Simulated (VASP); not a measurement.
# Sn3SeS2 (I4/mmm) in VASP: single point with PBE

Aim: the single point of Sn3SeS2 with PBE.

Program: VASP 6.6.1. These are calculated values, not measurements. Logs are shortened: lines on timing, memory, paths and dates and some standing lists are left out, and cuts for length are marked.

## 1. The cell of the first run

It takes space group I4/mmm (No. 139, tetragonal). The conventional cell has a = 4.191 Å, b = 4.191 Å, c = 17.760 Å, α = 90.00°, β = 90.00°, γ = 90.00°. Sn (site symmetry 4/mmm) has 4 Se at 2.96 Å and 2 S at 2.97 Å within 3.9 Å. Sn (site symmetry 4mm) has 5 S at 2.88 to 2.96 Å and 1 Se at 3.03 Å within 3.8 Å. Within 3.9 Å of Se (site symmetry 4/mmm) lie 6 Sn at 2.96 to 3.03 Å. Within 3.8 Å of S (site symmetry 4mm) lie 6 Sn at 2.88 to 2.97 Å.

## 2. Single point, PBE

INCAR reads:

```
  PREC = Accurate
  ENCUT = 520
  EDIFF = 1E-6
  ISMEAR = 0
  SIGMA = 0.01
  LREAL = F
  LASPH = T
  NELM = 60
  ALGO = Normal
  ISIF = 2
  LWAVE = F
  LCHARG = F
  GGA = PE
  NBANDS = 39
```

KPOINTS reads:

```
Automatic mesh
0
Gamma
  12 12 12
```

POSCAR reads:

```
Sn3SeS2
1.0
   -2.0957297503      2.0957297503      8.8799410466
    2.0957297503     -2.0957297503      8.8799410466
    2.0957297503      2.0957297503     -8.8799410466
Sn Se S
3 1 2
Direct
    0.0000000000      0.0000000000      0.0000000000
    0.6704204200      0.6704204200      0.0000000000
    0.3295795800      0.3295795800      0.0000000000
    0.5000000000      0.5000000000      0.0000000000
    0.8327389512      0.8327389512      0.0000000000
    0.1672610488      0.1672610488      0.0000000000
```

Potentials or basis: VASP PAW PBE potentials, release 64 (Sn_d, Se, S).

The run is started by

```bash
$ cat potpaw_PBE.64/Sn_d/POTCAR potpaw_PBE.64/Se/POTCAR potpaw_PBE.64/S/POTCAR > POTCAR
$ mpirun -np 1 vasp_std > vasp.out
```

OUTCAR:

```text
PREC = Accurate
   ENCUT = 520
   EDIFF = 1E-6
   ISMEAR = 0
   LREAL = F
   LASPH = T
   NELM = 60
   ISIF = 2
   GGA = PE

 ion  position               nearest neighbor table
   1  0.000  0.000  0.000-   4 2.96   4 2.96   4 2.96   4 2.96   6 2.97   5 2.97
   2  0.670  0.670  0.000-   5 2.88   6 2.96   6 2.96   6 2.96   6 2.96   4 3.03
   3  0.330  0.330  0.000-   6 2.88   5 2.96   5 2.96   5 2.96   5 2.96   4 3.03
   4  0.500  0.500  0.000-   1 2.96   1 2.96   1 2.96   1 2.96   3 3.03   2 3.03
   5  0.833  0.833  0.000-   2 2.88   3 2.96   3 2.96   3 2.96   3 2.96   1 2.97
   6  0.167  0.167  0.000-   3 2.88   2 2.96   2 2.96   2 2.96   2 2.96   1 2.97

  LATTYP: Found a body centered tetragonal cell.
 ALAT       =     4.1914595006
 C/A-ratio  =     4.2371594168

  Lattice vectors:

 A1 = (  -2.0957297503,   2.0957297503,   8.8799410466)
 A2 = (   2.0957297503,  -2.0957297503,   8.8799410466)
 A3 = (   2.0957297503,   2.0957297503,  -8.8799410466)

Analysis of symmetry for initial positions (statically):
=====================================================================
 Subroutine PRICEL returns:
 Original cell was already a primitive cell.

 Routine SETGRP: Setting up the symmetry group for a
 body centered tetragonal supercell.

 Subroutine GETGRP returns: Found 16 space group operations
 (whereof 16 operations were pure point group operations)
 out of a pool of 16 trial point group operations.

The static configuration has the point symmetry D_4h.

Analysis of symmetry for dynamics (positions and initial velocities):
=====================================================================
 Subroutine PRICEL returns:
 Original cell was already a primitive cell.

 Routine SETGRP: Setting up the symmetry group for a
 body centered tetragonal supercell.

 Subroutine GETGRP returns: Found 16 space group operations
 (whereof 16 operations were pure point group operations)
 out of a pool of 16 trial point group operations.

The dynamic configuration has the point symmetry D_4h.

 Subroutine INISYM returns: Found 16 space group operations
 (whereof 16 operations are pure point group operations),
 and found     1 'primitive' translations

----------------------------------------------------------------------------------------

                                     Primitive cell

  volume of cell :     156.0058

  direct lattice vectors                    reciprocal lattice vectors
    -2.095729750  2.095729750  8.879941047     0.000000000  0.238580380  0.056306680
     2.095729750 -2.095729750  8.879941047     0.238580380  0.000000000  0.056306680
     2.095729750  2.095729750 -8.879941047     0.238580380  0.238580380  0.000000000

  length of vectors
     9.361491300  9.361491300  9.361491300     0.245134738  0.245134738  0.337403609

  position of ions in fractional coordinates (direct lattice)
     0.000000000  0.000000000  0.000000000
     0.670420420  0.670420420  0.000000000
     0.329579580  0.329579580  0.000000000
     0.500000000  0.500000000  0.000000000
     0.832738951  0.832738951  0.000000000
     0.167261049  0.167261049  0.000000000

  ion indices of the primitive-cell ions
   primitive index   ion index
                 1           1
                 2           2
                 3           3
                 4           4
                 5           5
                 6           6

----------------------------------------------------------------------------------------

 KPOINTS: Automatic mesh

Automatic generation of k-mesh.
 Grid dimensions read from file:
 generate k-points for:   12   12   12

 Generating k-lattice:

  Cartesian coordinates                     Fractional coordinates (reciprocal lattice)
     0.000000000  0.019881698  0.004692223     0.083333333  0.000000000 -0.000000000
     0.019881698  0.000000000  0.004692223     0.000000000  0.083333333 -0.000000000
     0.019881698  0.019881698  0.000000000     0.000000000  0.000000000  0.083333333

  Length of vectors
     0.020427895  0.020427895  0.028116967

  Shift w.r.t. Gamma in fractional coordinates (k-lattice)
     0.000000000  0.000000000  0.000000000

 Subroutine IBZKPT returns following result:
 ===========================================

 Found    163 irreducible k-points:

 Following reciprocal coordinates:
            Coordinates               Weight
  0.000000  0.000000  0.000000      1.000000
  0.083333 -0.000000  0.000000      8.000000
  0.166667  0.000000 -0.000000      8.000000
  0.250000  0.000000 -0.000000      8.000000
  0.333333  0.000000 -0.000000      8.000000
  0.416667  0.000000  0.000000      8.000000
[... 16 lines left out ...]
  0.500000  0.166667 -0.000000     16.000000
 -0.416667  0.166667  0.000000     16.000000
 [... further k-points ...]
   k-points           NKPTS =    163   k-points in BZ     NKDIM =    163   number of bands    NBANDS=     39
   number of dos      NEDOS =    301   number of ions     NIONS =      6
   total plane-waves  NPLWV = 343000
   dimension x,y,z NGX =    70 NGY =   70 NGZ =   70
   dimension x,y,z NGXF=   140 NGYF=  140 NGZF=  140
   ions per type =               3   1   2
   NGX,Y,Z   is equivalent  to a cutoff of  12.43, 12.43, 12.43 a.u.
   NGXF,Y,Z  is equivalent  to a cutoff of  24.86, 24.86, 24.86 a.u.
 SYSTEM =  unknown system
   PREC   = accura    normal or accurate (medium, high low for compatibility)
   ISTART =      0    job   : 0-new  1-cont  2-samecut
   ICHARG =      2    charge: 1-file 2-atom 10-const
   ISPIN  =      1    spin polarized calculation?
   LNONCOLLINEAR =      F non collinear calculations
   LSORBIT =      F    spin-orbit coupling
   LASPH  =      T    aspherical Exc in radial PAW
   ENCUT  =  520.0 eV  38.22 Ry    6.18 a.u.  17.41 17.41 17.41*2*pi/ulx,y,z
   NELM   =     60;   NELMIN=  2; NELMDL= -5     # of ELM steps
   EDIFF  = 0.1E-05   stopping-criterion for ELM
   LREAL  =      F    real-space projection
   EDIFFG = 0.1E-04   stopping-criterion for IOM
   NSW    =      0    number of steps for IOM
   IBRION =     -1    ionic relax: 0-MD 1-quasi-New 2-CG
   NFREE  =      0    steps in history (QN), initial steepest desc. (CG)
   ISIF   =      2    stress and relaxation
   ISYM   =      2    0-nonsym 1-usesym 2-fastsym
   POTIM  = 0.5000    time-step for ionic-motion
   TEBEG  =    0.0;   TEEND  =   0.0 temperature during run
   PSTRESS=    0.0 pullay stress
   NELECT =      60.0000    total number of electrons
   NUPDOWN=      -1.0000    fix difference up-down
   EMIN   =  10.00;   EMAX   =-10.00  energy-range for DOS
   EFERMI =   0.00;   METHOD = LEGACY
   ISMEAR =     0;   SIGMA  =   0.01  broadening in eV -4-tet -1-fermi 0-gaus
   EFERMI_NEDOS =   21; number of points for ismear=-14 and -15
   IALGO  =     38    algorithm
   IMIX   =      4    mixing-type and parameters
     AMIX     =   0.40;   BMIX     =  1.00
     AMIX_MAG =   1.60;   BMIX_MAG =  1.00
  volume/ion in A,a.u.               =      26.00       175.46
  Fermi-wavevector in a.u.,A,eV,Ry     =   1.190543  2.249800 19.284793  1.417392
  Thomas-Fermi vector in A             =   2.326625
   LORBIT       =      0    0 simple, 1 ext, 2 COOP (PROOUT), +10 PAW based schemes
   GGA     = PE    functional components
   LHFCALC =     F    Hartree Fock is set to
   AEXX    =    0.0000 exact exchange contribution
   IVDW    =     0    specifies the selected vdW correction
   LEPSILON=     F    determine dielectric tensor
   LRPA    =     F    only Hartree local field effects (RPA)
 non-spin polarized calculation
 Gauss-broadening in eV      SIGMA  =   0.01
  energy-cutoff  :      520.00
  volume of cell :      156.01
 maximum number of plane-waves:      4232
 NGX is ok and might be reduce to    70
   NGX = 35   NGY = 35   NGZ = 35

 number of electron      60.0000003 magnetization

 Free energy of the ion-electron system (eV)
  ---------------------------------------------------
  ext. energy  EPLUGINS =         0.00000000
  ---------------------------------------------------
  free energy    TOTEN  =       -25.71538697 eV

  energy without entropy =      -25.71538697  energy(sigma->0) =      -25.71538697

 E-fermi :   6.1968     XC(G=0):  -9.6219

 val. band max:        6.0873509026   @ k =  -0.1667   0.3333   0.1667
 cond. band min:       6.2401687322   @ k =  -0.1667   0.3333   0.1667
 fundamental gap:      0.1528178296
 Fermi energy:         6.1968417140

 k-point     1 :       0.0000    0.0000    0.0000
  band No.  band energies     occupation
      1     -15.7300      2.00000
      2     -15.7291      2.00000
      3     -15.7248      2.00000
      4     -15.7135      2.00000
      5     -15.7135      2.00000
      6     -15.7129      2.00000
[... 31 lines left out ...]
     38      10.5557      0.00000
     39      10.5557      0.00000

 k-point     2 :       0.0833   -0.0000    0.0000
  band No.  band energies     occupation
      1     -15.7294      2.00000
      2     -15.7282      2.00000
      3     -15.7241      2.00000
      4     -15.7135      2.00000
      5     -15.7135      2.00000
      6     -15.7129      2.00000
[... 31 lines left out ...]
     38      10.3589      0.00000
     39      10.6689      0.00000

 k-point     3 :       0.1667    0.0000   -0.0000
  band No.  band energies     occupation
      1     -15.7283      2.00000
      2     -15.7248      2.00000
      3     -15.7226      2.00000
      4     -15.7145      2.00000
      5     -15.7139      2.00000
      6     -15.7134      2.00000
[... 31 lines left out ...]
     38       9.9894      0.00000
     39      10.1130      0.00000

 k-point     4 :       0.2500    0.0000   -0.0000
  band No.  band energies     occupation
      1     -15.7268      2.00000
      2     -15.7211      2.00000
      3     -15.7202      2.00000
      4     -15.7165      2.00000
      5     -15.7153      2.00000
      6     -15.7128      2.00000
[... 31 lines left out ...]
     38       9.7054      0.00000
     39      10.1216      0.00000
[... 754 lines left out ...]
     38       9.6380      0.00000
     39      10.1417      0.00000

 k-point    23 :       0.5000    0.1667   -0.0000
  band No.  band energies     occupation
      1     -15.7249      2.00000
      2     -15.7248      2.00000
      3     -15.7169      2.00000
      4     -15.7163      2.00000
      5     -15.7146      2.00000
      6     -15.7144      2.00000
[... 31 lines left out ...]
     38       9.5346      0.00000
     39       9.9550      0.00000

 k-point    24 :      -0.4167    0.1667    0.0000
  band No.  band energies     occupation
      1     -15.7246      2.00000
      2     -15.7241      2.00000
      3     -15.7170      2.00000
      4     -15.7163      2.00000
      5     -15.7159      2.00000
      6     -15.7130      2.00000
[... 31 lines left out ...]
     38       9.7492      0.00000
     39       9.9880      0.00000

 [... further k-points ...]

------------------------ aborting loop because EDIFF is reached ----------------------------------------

  FORCE on cell =-STRESS in cart. coord.  units (eV):
  Direction    XX          YY          ZZ          XY          YZ          ZX
  --------------------------------------------------------------------------------------
  -------------------------------------------------------------------------------------
  Total       -0.0263978     -0.0263978     -0.0215558      0.0000000      0.0000000      0.0000000
  in kB       -0.2711046     -0.2711046     -0.2213777      0.0000000      0.0000000      0.0000000
  external PRESSURE =      -0.2545290 kB  Pullay stress =       0.0000000 kB

 VOLUME and BASIS-vectors are now :
 -----------------------------------------------------------------------------
  energy-cutoff  :      520.00
  volume of cell :      156.01
      direct lattice vectors                 reciprocal lattice vectors
    -2.095729750  2.095729750  8.879941047     0.000000000  0.238580380  0.056306680
     2.095729750 -2.095729750  8.879941047     0.238580380  0.000000000  0.056306680
     2.095729750  2.095729750 -8.879941047     0.238580380  0.238580380  0.000000000

 POSITION                                       TOTAL-FORCE (eV/Angst)
 -----------------------------------------------------------------------------------
      0.00000      0.00000      0.00000         0.000000      0.000000      0.000000
      0.00000      0.00000     11.90659        -0.000000     -0.000000      0.000840
      0.00000      0.00000      5.85329         0.000000      0.000000     -0.000840
      0.00000      0.00000      8.87994         0.000000      0.000000      0.000000
      0.00000      0.00000     14.78935        -0.000000     -0.000000      0.001688
      0.00000      0.00000      2.97054         0.000000      0.000000     -0.001688
 -----------------------------------------------------------------------------------
    total drift:                                0.000000     -0.000000      0.000000

  FREE ENERGIE OF THE ION-ELECTRON SYSTEM (eV)
  ---------------------------------------------------
  free  energy   TOTEN  =       -25.7153869705 eV

  energy  without entropy=      -25.7153869705  energy(sigma->0) =      -25.71538697
```

Wall time 83 min (1 thread of Oxide Virtual Turin-like, shared host); peak memory 1.2 GiB.

What came out:

| Quantity | Value |
| --- | --- |
| Free energy | -25.7154 eV |
| Pressure | 0.0 GPa |
| Band gap on the k mesh | 0.15 eV |

Levels at points of the mesh, in eV from the valence-band top:
```tsv
k point	band 27	band 28	band 29	band 30	band 31	band 32	band 33	band 34
(0.00, 0.00, 0.00)	-3.35	-2.52	-2.50	-2.50	3.25	3.39	3.42	3.50
(0.50, 0.00, 0.00)	-2.13	-0.74	-0.54	-0.11	0.39	0.76	0.82	1.25
(0.50, 0.50, 0.00)	-3.87	-3.85	-2.13	-1.84	2.51	2.61	2.98	3.67
(0.50, 0.50, 0.50)	-2.87	-2.87	-1.35	-1.02	1.61	1.76	2.98	4.09
```

Caveat: semilocal functionals underestimate gaps, and a narrow one can read as zero; spin-orbit coupling is left out, which moves the levels of the heavy elements.
